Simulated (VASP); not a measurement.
# InP (F-43m) in VASP: further runs

The runs below take InP through single point, with PBEsol-based screened hybrid with 25 % exact exchange.

Everything below comes from runs of VASP 6.6.1. Logs are shortened: lines on timing, memory, paths and dates and some standing lists are left out, and cuts for length are marked.

**1. The cell of the first run**

Symmetry: F-43m, No. 216, cubic system. The conventional cell has a = 5.741 Å, b = 5.741 Å, c = 5.741 Å, α = 90.00°, β = 90.00°, γ = 90.00°. Within 3.3 Å of In (site symmetry -43m) lie 4 P at 2.49 Å. Within 3.3 Å of P (site symmetry -43m) lie 4 In at 2.49 Å.

**2. Single point, PBEsol-based screened hybrid with 25 % exact exchange**

File POSCAR:

```
InP
1.0
    0.0000000000      2.8706770916      2.8706770916
    2.8706770916      0.0000000000      2.8706770916
    2.8706770916      2.8706770916      0.0000000000
In P
1 1
Direct
    0.0000000000      0.0000000000      0.0000000000
    0.7500000000      0.7500000000      0.7500000000
```

File INCAR.step1:

```
SYSTEM = InP
ALGO = Normal ; EDIFF = 1E-5
ENCUT = 520 ; GGA = PE
ISIF = 2 ; ISMEAR = -1
LASPH = .True. ; LREAL = .False.
LWAVE = .True. ; NBANDS = 16
NELM = 80 ; PREC = Accurate
SIGMA = 0.05
```

File INCAR.step2:

```
SYSTEM = InP
AEXX = 0.25 ; ALGO = Normal
EDIFF = 1E-7 ; ENCUT = 520
GGA = PS ; HFSCREEN = 0.207
ISIF = 2 ; ISMEAR = -1
ISTART = 1 ; LASPH = .True.
LCHARG = .True. ; LELF = .True.
LHFCALC = .True. ; LREAL = .False.
LVHAR = .True. ; LWAVE = .False.
NBANDS = 16 ; NELM = 80
PREC = Accurate ; PRECFOCK = Normal
SIGMA = 0.05
```

File KPOINTS:

```
k-points
0
Gamma
  4 4 4
  0 0 0
```

Potentials or basis: VASP PAW PBE potentials, release 64 (In_d, P).

Started as:

```sh
> cat potpaw_PBE.64/In_d/POTCAR potpaw_PBE.64/P/POTCAR > POTCAR
> cp INCAR.step1 INCAR
> mpirun -np 1 vasp_std > vasp.out
> cp INCAR.step2 INCAR
> mpirun -np 1 vasp_std > vasp.out
```

OUTCAR:

```text
SYSTEM = InP
   AEXX = 0.25
   EDIFF = 1E-7
   ENCUT = 520
   GGA = PS
   HFSCREEN = 0.207
   ISIF = 2
   ISMEAR = -1
   ISTART = 1
   LASPH = .True.
   LHFCALC = .True.
   LREAL = .False.
   NELM = 80
   PREC = Accurate
   PRECFOCK = Normal

 ion  position               nearest neighbor table
   1  0.000  0.000  0.000-   2 2.49   2 2.49   2 2.49   2 2.49
   2  0.750  0.750  0.750-   1 2.49   1 2.49   1 2.49   1 2.49

  LATTYP: Found a face centered cubic cell.
 ALAT       =     5.7413541832

  Lattice vectors:

 A1 = (   0.0000000000,   2.8706770916,   2.8706770916)
 A2 = (   2.8706770916,   0.0000000000,   2.8706770916)
 A3 = (   2.8706770916,   2.8706770916,   0.0000000000)

Analysis of symmetry for initial positions (statically):
=====================================================================
 Subroutine PRICEL returns:
 Original cell was already a primitive cell.

 Routine SETGRP: Setting up the symmetry group for a
 face centered cubic supercell.

 Subroutine GETGRP returns: Found 24 space group operations
 (whereof 24 operations were pure point group operations)
 out of a pool of 48 trial point group operations.

The static configuration has the point symmetry T_d .

Analysis of symmetry for dynamics (positions and initial velocities):
=====================================================================
 Subroutine PRICEL returns:
 Original cell was already a primitive cell.

 Routine SETGRP: Setting up the symmetry group for a
 face centered cubic supercell.

 Subroutine GETGRP returns: Found 24 space group operations
 (whereof 24 operations were pure point group operations)
 out of a pool of 48 trial point group operations.

The dynamic configuration has the point symmetry T_d .

 Subroutine INISYM returns: Found 24 space group operations
 (whereof 24 operations are pure point group operations),
 and found     1 'primitive' translations

----------------------------------------------------------------------------------------

                                     Primitive cell

  volume of cell :      47.3133

  direct lattice vectors                    reciprocal lattice vectors
     0.000000000  2.870677092  2.870677092    -0.174174936  0.174174936  0.174174936
     2.870677092  0.000000000  2.870677092     0.174174936 -0.174174936  0.174174936
     2.870677092  2.870677092  0.000000000     0.174174936  0.174174936 -0.174174936

  length of vectors
     4.059750476  4.059750476  4.059750476     0.301679839  0.301679839  0.301679839

[... 70 lines left out ...]
   ISYM   =      3    0-nonsym 1-usesym 2-fastsym
   POTIM  = 0.5000    time-step for ionic-motion
   TEBEG  =    0.0;   TEEND  =   0.0 temperature during run
   PSTRESS=    0.0 pullay stress
   NELECT =      18.0000    total number of electrons
   NUPDOWN=      -1.0000    fix difference up-down
   EMIN   =  10.00;   EMAX   =-10.00  energy-range for DOS
   EFERMI =   0.00;   METHOD = LEGACY
   ISMEAR =    -1;   SIGMA  =   0.05  broadening in eV -4-tet -1-fermi 0-gaus
   EFERMI_NEDOS =   21; number of points for ismear=-14 and -15
   IALGO  =     38    algorithm
   IMIX   =      1    mixing-type and parameters
     AMIX     =   0.40;   BMIX     =  1.00
     AMIX_MAG =   1.60;   BMIX_MAG =  1.00
  volume/ion in A,a.u.               =      23.66       159.64
  Fermi-wavevector in a.u.,A,eV,Ry     =   1.186237  2.241662 19.145537  1.407157
  Thomas-Fermi vector in A             =   2.322414
   LORBIT       =      0    0 simple, 1 ext, 2 COOP (PROOUT), +10 PAW based schemes
   GGA     = PS    functional components
   LHFCALC =     T    Hartree Fock is set to
   PRECFOCK=normal    Normal, Fast or Accurate (Low or Medium for compatibility)
   ENCUT4O =  -1.0   cutoff for four orbital integrals eV
   NKREDX  =     1    reduce k-point grid by
   NKREDY  =     1    reduce k-point grid by
   NKREDZ  =     1    reduce k-point grid by
   AEXX    =    0.2500 exact exchange contribution
   HFSCREEN=    0.2070 screening length (either q_TF or 0.3 A-1)
   HFSCREENC=   0.2070 screening length for correlation (either q_TF or 0.3 A-1)
   ENCUTFOCK=  -1.0 apply spherical cutoff to Coloumb kernel
   IVDW    =     0    specifies the selected vdW correction
   LEPSILON=     F    determine dielectric tensor
   LRPA    =     F    only Hartree local field effects (RPA)
 non-spin polarized calculation
  energy-cutoff  :      520.00
  volume of cell :       47.31
 maximum number of plane-waves:      1287
  NGX = 24; NGY = 24; NGZ = 24

 number of electron      17.9999999 magnetization

 Free energy of the ion-electron system (eV)
  ---------------------------------------------------
  ext. energy  EPLUGINS =         0.00000000
  ---------------------------------------------------
  free energy    TOTEN  =       -10.37094927 eV

  energy without entropy =      -10.37094927  energy(sigma->0) =      -10.37094927

 E-fermi :   6.3366     XC(G=0):  -8.0691

 val. band max:        5.4125960014   @ k =   0.0000   0.0000   0.0000
 cond. band min:       7.2094635078   @ k =   0.0000   0.0000   0.0000
 fundamental gap:      1.7968675064
 Fermi energy:         6.3365965627

 k-point     1 :       0.0000    0.0000    0.0000
  band No.  band energies     occupation
      1     -10.5937      2.00000
      2     -10.5937      2.00000
      3     -10.5937      2.00000
      4     -10.3967      2.00000
      5     -10.3967      2.00000
      6      -7.8190      2.00000
[... 129 lines left out ...]
      3     -10.4729      2.00000
      4     -10.4241      2.00000
      5     -10.3796      2.00000
      6      -4.7839      2.00000
[... 8 lines left out ...]
     15      18.2529      0.00000
     16      18.8481      0.00000

------------------------ aborting loop because EDIFF is reached ----------------------------------------

  FORCE on cell =-STRESS in cart. coord.  units (eV):
  Direction    XX          YY          ZZ          XY          YZ          ZX
  --------------------------------------------------------------------------------------
  -------------------------------------------------------------------------------------
  Total        1.4450527      1.4450527      1.4450527      0.0000000      0.0000000     -0.0000000
  in kB       48.9340592     48.9340592     48.9340592      0.0000000      0.0000000     -0.0000000
  external PRESSURE =      48.9340592 kB  Pullay stress =       0.0000000 kB

 VOLUME and BASIS-vectors are now :
 -----------------------------------------------------------------------------
  energy-cutoff  :      520.00
  volume of cell :       47.31
      direct lattice vectors                 reciprocal lattice vectors
     0.000000000  2.870677092  2.870677092    -0.174174936  0.174174936  0.174174936
     2.870677092  0.000000000  2.870677092     0.174174936 -0.174174936  0.174174936
     2.870677092  2.870677092  0.000000000     0.174174936  0.174174936 -0.174174936

 POSITION                                       TOTAL-FORCE (eV/Angst)
 -----------------------------------------------------------------------------------
      0.00000      0.00000      0.00000         0.000000      0.000000     -0.000000
      4.30602      4.30602      4.30602        -0.000000     -0.000000      0.000000
 -----------------------------------------------------------------------------------
    total drift:                               -0.000061     -0.000073     -0.000038

  FREE ENERGIE OF THE ION-ELECTRON SYSTEM (eV)
  ---------------------------------------------------
  free  energy   TOTEN  =       -10.3709492733 eV

  energy  without entropy=      -10.3709492717  energy(sigma->0) =      -10.37094927
```

It took 5.6 min on 1 thread of Intel Xeon Platinum 8259CL at 2.50GHz (Skylake/Cascade Lake), shared host; peak memory 0.27 GiB.

Results:

* Free energy: -10.3709 eV
* Pressure: 4.9 GPa
* Band gap on the k mesh: 1.80 eV

Caveat: the k points lie up to 0.47 Å⁻¹ apart; the PAW data sets were made with another functional, which shifts forces and pressure a little; spin-orbit coupling is left out, which moves the levels of the heavy elements. A k mesh can miss the band edges.

**3. Single point, PBEsol-based screened hybrid with 25 % exact exchange**

This run uses another cell than the first one, of 24.16 Å³/atom.

File POSCAR:

```
InP
1.0
    0.0000000000      2.8908937935      2.8908937935
    2.8908937935      0.0000000000      2.8908937935
    2.8908937935      2.8908937935      0.0000000000
In P
1 1
Direct
    0.0000000000      0.0000000000      0.0000000000
    0.7500000000      0.7500000000      0.7500000000
```

File INCAR.step1:

```
PREC = Accurate
ENCUT = 520
EDIFF = 1E-5
ISMEAR = -1
SIGMA = 0.05
LREAL = F
LASPH = T
NELM = 60
ALGO = Normal
ISIF = 2
LWAVE = T
NBANDS = 16
GGA = PE
```

File INCAR.step2:

```
PREC = Accurate
ENCUT = 520
EDIFF = 1E-6
ISMEAR = -1
SIGMA = 0.05
LREAL = F
LASPH = T
NELM = 60
ALGO = Normal
ISIF = 2
LWAVE = F
LCHARG = T
GGA = PS
LHFCALC = T
AEXX = 0.25
HFSCREEN = 0.207
PRECFOCK = Normal
LELF = T
LVHAR = T
NBANDS = 16
ISTART = 1
```

File KPOINTS:

```
regular mesh
0
Gamma
  4 4 4
```

Potentials or basis: VASP PAW PBE potentials, release 64 (In_d, P).

Started as:

```sh
> cat potpaw_PBE.64/In_d/POTCAR potpaw_PBE.64/P/POTCAR > POTCAR
> cp INCAR.step1 INCAR
> mpirun -np 1 vasp_std > vasp.out
> cp INCAR.step2 INCAR
> mpirun -np 1 vasp_std > vasp.out
```

Run time: 4.5 min. Hardware: 1 thread of Intel Xeon Platinum 8259CL at 2.50GHz (Skylake/Cascade Lake), shared host; peak memory 0.27 GiB.

The run converged. Its results:

| Quantity | Value |
| --- | --- |
| Free energy | -10.3962 eV |
| Pressure | 2.9 GPa |
| Band gap on the k mesh | 1.67 eV |

Levels at points of the mesh, in eV from the valence-band top:
```tsv
k point	band 5	band 6	band 7	band 8	band 9	band 10	band 11	band 12	band 13	band 14
(0.00, 0.00, 0.00)	-15.77	-13.07	0.00	0.00	0.00	1.67	4.85	4.85	4.85	9.63
(0.50, 0.00, 0.00)	-15.76	-11.02	-6.55	-1.14	-1.14	2.30	5.60	5.60	7.98	10.69
(0.50, 0.50, 0.00)	-15.74	-10.25	-6.50	-2.72	-2.72	2.19	2.91	10.63	11.14	11.14
```

Caveat: the k points lie up to 0.47 Å⁻¹ apart; the PAW data sets were made with another functional, which shifts forces and pressure a little; spin-orbit coupling is left out, which moves the levels of the heavy elements.
